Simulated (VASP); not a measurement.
# ZnS (F-43m) in VASP: single point with PBE

Aim: the single point of ZnS with PBE.

All numbers are computed with VASP 6.6.1; they aren't measurements. Logs are shortened: lines on timing, memory, paths and dates and some standing lists are left out, and cuts for length are marked.

### 1 The cell of the first run

The structure is cubic, space group F-43m (No. 216). The conventional cell has a = 5.404 Å, b = 5.404 Å, c = 5.404 Å, α = 90.00°, β = 90.00°, γ = 90.00°. Within 3.1 Å of Zn (site symmetry -43m) lie 4 S at 2.34 Å. S (site symmetry -43m) has 4 Zn at 2.34 Å within 3.1 Å.

### 2 Single point, PBE

Contents of INCAR:

```
ALGO = Normal ; EDIFF = 1E-6
ENCUT = 520 ; GGA = PE
ISIF = 2 ; ISMEAR = 0
LASPH = True ; LCHARG = False
LREAL = False ; LWAVE = False
NBANDS = 16 ; NELM = 100
PREC = Accurate ; SIGMA = 0.01
```

Contents of KPOINTS:

```
k-points
0
Gamma
  3 3 3
```

Contents of POSCAR:

```
ZnS
1.0
    0.0000000000      2.7020000000      2.7020000000
    2.7020000000      0.0000000000      2.7020000000
    2.7020000000      2.7020000000      0.0000000000
Zn S
1 1
Direct
    0.2500000000      0.2500000000      0.2500000000
    0.0000000000      0.0000000000      0.0000000000
```

Potentials or basis: VASP PAW PBE potentials, release 64 (Zn, S).

Command:

```console
cat potpaw_PBE.64/Zn/POTCAR potpaw_PBE.64/S/POTCAR > POTCAR
mpirun -np 1 vasp_std > vasp.out
```

OUTCAR:

```text
EDIFF = 1E-6
   ENCUT = 520
   GGA = PE
   ISIF = 2
   ISMEAR = 0
   LASPH = True
   LREAL = False
   NELM = 100
   PREC = Accurate

 ion  position               nearest neighbor table
   1  0.250  0.250  0.250-   2 2.34   2 2.34   2 2.34   2 2.34
   2  0.000  0.000  0.000-   1 2.34   1 2.34   1 2.34   1 2.34

  LATTYP: Found a face centered cubic cell.
 ALAT       =     5.4040000000

  Lattice vectors:

 A1 = (   0.0000000000,   2.7020000000,   2.7020000000)
 A2 = (   2.7020000000,   0.0000000000,   2.7020000000)
 A3 = (   2.7020000000,   2.7020000000,   0.0000000000)

Analysis of symmetry for initial positions (statically):
=====================================================================
 Subroutine PRICEL returns:
 Original cell was already a primitive cell.

 Routine SETGRP: Setting up the symmetry group for a
 face centered cubic supercell.

 Subroutine GETGRP returns: Found 24 space group operations
 (whereof 24 operations were pure point group operations)
 out of a pool of 48 trial point group operations.

The static configuration has the point symmetry T_d .

Analysis of symmetry for dynamics (positions and initial velocities):
=====================================================================
 Subroutine PRICEL returns:
 Original cell was already a primitive cell.

 Routine SETGRP: Setting up the symmetry group for a
 face centered cubic supercell.

 Subroutine GETGRP returns: Found 24 space group operations
 (whereof 24 operations were pure point group operations)
 out of a pool of 48 trial point group operations.

The dynamic configuration has the point symmetry T_d .

 Subroutine INISYM returns: Found 24 space group operations
 (whereof 24 operations are pure point group operations),
 and found     1 'primitive' translations

----------------------------------------------------------------------------------------

                                     Primitive cell

  volume of cell :      39.4535

  direct lattice vectors                    reciprocal lattice vectors
     0.000000000  2.702000000  2.702000000    -0.185048113  0.185048113  0.185048113
     2.702000000  0.000000000  2.702000000     0.185048113 -0.185048113  0.185048113
     2.702000000  2.702000000  0.000000000     0.185048113  0.185048113 -0.185048113

  length of vectors
     3.821205046  3.821205046  3.821205046     0.320512733  0.320512733  0.320512733

  position of ions in fractional coordinates (direct lattice)
     0.250000000  0.250000000  0.250000000
     0.000000000  0.000000000  0.000000000

  ion indices of the primitive-cell ions
   primitive index   ion index
                 1           1
                 2           2

----------------------------------------------------------------------------------------

 KPOINTS: k-points

Automatic generation of k-mesh.
 Grid dimensions read from file:
 generate k-points for:    3    3    3

 Generating k-lattice:

  Cartesian coordinates                     Fractional coordinates (reciprocal lattice)
    -0.061682704  0.061682704  0.061682704     0.333333333  0.000000000  0.000000000
     0.061682704 -0.061682704  0.061682704     0.000000000  0.333333333  0.000000000
     0.061682704  0.061682704 -0.061682704     0.000000000  0.000000000  0.333333333

  Length of vectors
     0.106837578  0.106837578  0.106837578

  Shift w.r.t. Gamma in fractional coordinates (k-lattice)
     0.000000000  0.000000000  0.000000000

 Subroutine IBZKPT returns following result:
 ===========================================

 Found      4 irreducible k-points:

 Following reciprocal coordinates:
            Coordinates               Weight
  0.000000  0.000000  0.000000      1.000000
  0.333333  0.000000  0.000000      8.000000
  0.333333  0.333333  0.000000      6.000000
 -0.333333  0.333333  0.000000     12.000000
   k-points           NKPTS =      4   k-points in BZ     NKDIM =      4   number of bands    NBANDS=     16
   number of dos      NEDOS =    301   number of ions     NIONS =      2
   total plane-waves  NPLWV =  21952
   dimension x,y,z NGX =    28 NGY =   28 NGZ =   28
   dimension x,y,z NGXF=    56 NGYF=   56 NGZF=   56
   ions per type =               1   1
   NGX,Y,Z   is equivalent  to a cutoff of  12.18, 12.18, 12.18 a.u.
   NGXF,Y,Z  is equivalent  to a cutoff of  24.36, 24.36, 24.36 a.u.
 SYSTEM =  unknown system
   PREC   = accura    normal or accurate (medium, high low for compatibility)
   ISTART =      0    job   : 0-new  1-cont  2-samecut
   ICHARG =      2    charge: 1-file 2-atom 10-const
   ISPIN  =      1    spin polarized calculation?
   LNONCOLLINEAR =      F non collinear calculations
   LSORBIT =      F    spin-orbit coupling
   LASPH  =      T    aspherical Exc in radial PAW
   ENCUT  =  520.0 eV  38.22 Ry    6.18 a.u.   7.10  7.10  7.10*2*pi/ulx,y,z
   NELM   =    100;   NELMIN=  2; NELMDL= -5     # of ELM steps
   EDIFF  = 0.1E-05   stopping-criterion for ELM
   LREAL  =      F    real-space projection
   EDIFFG = 0.1E-04   stopping-criterion for IOM
   NSW    =      0    number of steps for IOM
   IBRION =     -1    ionic relax: 0-MD 1-quasi-New 2-CG
   NFREE  =      0    steps in history (QN), initial steepest desc. (CG)
   ISIF   =      2    stress and relaxation
   ISYM   =      2    0-nonsym 1-usesym 2-fastsym
   POTIM  = 0.5000    time-step for ionic-motion
   TEBEG  =    0.0;   TEEND  =   0.0 temperature during run
   PSTRESS=    0.0 pullay stress
   NELECT =      18.0000    total number of electrons
   NUPDOWN=      -1.0000    fix difference up-down
   EMIN   =  10.00;   EMAX   =-10.00  energy-range for DOS
   EFERMI =   0.00;   METHOD = LEGACY
   ISMEAR =     0;   SIGMA  =   0.01  broadening in eV -4-tet -1-fermi 0-gaus
   EFERMI_NEDOS =   21; number of points for ismear=-14 and -15
   IALGO  =     38    algorithm
   IMIX   =      4    mixing-type and parameters
     AMIX     =   0.40;   BMIX     =  1.00
     AMIX_MAG =   1.60;   BMIX_MAG =  1.00
  volume/ion in A,a.u.               =      19.73       133.12
  Fermi-wavevector in a.u.,A,eV,Ry     =   1.260290  2.381602 21.610537  1.588330
  Thomas-Fermi vector in A             =   2.393807
   LORBIT       =      0    0 simple, 1 ext, 2 COOP (PROOUT), +10 PAW based schemes
   GGA     = PE    functional components
   LHFCALC =     F    Hartree Fock is set to
   AEXX    =    0.0000 exact exchange contribution
   IVDW    =     0    specifies the selected vdW correction
   LEPSILON=     F    determine dielectric tensor
   LRPA    =     F    only Hartree local field effects (RPA)
 non-spin polarized calculation
 Gauss-broadening in eV      SIGMA  =   0.01
  energy-cutoff  :      520.00
  volume of cell :       39.45
 maximum number of plane-waves:      1073
   NGX = 15   NGY = 15   NGZ = 15

 number of electron      18.0000000 magnetization

 Free energy of the ion-electron system (eV)
  ---------------------------------------------------
  ext. energy  EPLUGINS =         0.00000000
  ---------------------------------------------------
  free energy    TOTEN  =        -6.62819501 eV

  energy without entropy =       -6.62819501  energy(sigma->0) =       -6.62819501

 E-fermi :   2.3184     XC(G=0):  -9.5918

 val. band max:        2.1950614513   @ k =   0.0000   0.0000   0.0000
 cond. band min:       4.2770395365   @ k =   0.0000   0.0000   0.0000
 fundamental gap:      2.0819780851
 Fermi energy:         2.3184206066

 k-point     1 :       0.0000    0.0000    0.0000
  band No.  band energies     occupation
      1     -10.9404      2.00000
      2      -4.2236      2.00000
      3      -4.2236      2.00000
      4      -4.2236      2.00000
      5      -3.7364      2.00000
      6      -3.7364      2.00000
[... 8 lines left out ...]
     15      13.9148      0.00000
     16      14.0273      0.00000

 k-point     2 :       0.3333    0.0000    0.0000
  band No.  band energies     occupation
      1     -10.2718      2.00000
      2      -4.1307      2.00000
      3      -4.1307      2.00000
      4      -4.0546      2.00000
      5      -3.7244      2.00000
      6      -3.7244      2.00000
[... 8 lines left out ...]
     15      13.7386      0.00000
     16      14.0210      0.00000

 k-point     3 :       0.3333    0.3333    0.0000
  band No.  band energies     occupation
      1     -10.0472      2.00000
      2      -4.2651      2.00000
      3      -3.9893      2.00000
      4      -3.9893      2.00000
      5      -3.7447      2.00000
      6      -3.6801      2.00000
[... 8 lines left out ...]
     15      15.1999      0.00000
     16      19.2906      0.00000

 k-point     4 :      -0.3333    0.3333    0.0000
  band No.  band energies     occupation
      1      -9.7664      2.00000
      2      -4.1143      2.00000
      3      -3.9837      2.00000
      4      -3.7934      2.00000
      5      -3.7212      2.00000
      6      -3.4481      2.00000
[... 8 lines left out ...]
     15      13.8506      0.00000
     16      18.6901      0.00000

------------------------ aborting loop because EDIFF is reached ----------------------------------------

  FORCE on cell =-STRESS in cart. coord.  units (eV):
  Direction    XX          YY          ZZ          XY          YZ          ZX
  --------------------------------------------------------------------------------------
  -------------------------------------------------------------------------------------
  Total        0.7458175      0.7458175      0.7458175      0.0000000      0.0000000      0.0000000
  in kB       30.2870594     30.2870594     30.2870594      0.0000000      0.0000000      0.0000000
  external PRESSURE =      30.2870594 kB  Pullay stress =       0.0000000 kB

 VOLUME and BASIS-vectors are now :
 -----------------------------------------------------------------------------
  energy-cutoff  :      520.00
  volume of cell :       39.45
      direct lattice vectors                 reciprocal lattice vectors
     0.000000000  2.702000000  2.702000000    -0.185048113  0.185048113  0.185048113
     2.702000000  0.000000000  2.702000000     0.185048113 -0.185048113  0.185048113
     2.702000000  2.702000000  0.000000000     0.185048113  0.185048113 -0.185048113

 POSITION                                       TOTAL-FORCE (eV/Angst)
 -----------------------------------------------------------------------------------
      1.35100      1.35100      1.35100        -0.000000     -0.000000     -0.000000
      0.00000      0.00000      0.00000         0.000000      0.000000      0.000000
 -----------------------------------------------------------------------------------
    total drift:                               -0.000001     -0.000001     -0.000001

  FREE ENERGIE OF THE ION-ELECTRON SYSTEM (eV)
  ---------------------------------------------------
  free  energy   TOTEN  =        -6.6281950058 eV

  energy  without entropy=       -6.6281950058  energy(sigma->0) =       -6.62819501
```

Wall time 4.1 s (1 thread of Intel Xeon Platinum 8375C at 2.90GHz (Ice Lake), shared host); peak memory 0.14 GiB.

What came out:

```
Free energy            : -6.6282 eV
Pressure               : 3.0 GPa
Band gap on the k mesh : 2.08 eV, direct
```

Caveat: the k points lie up to 0.67 Å⁻¹ apart.
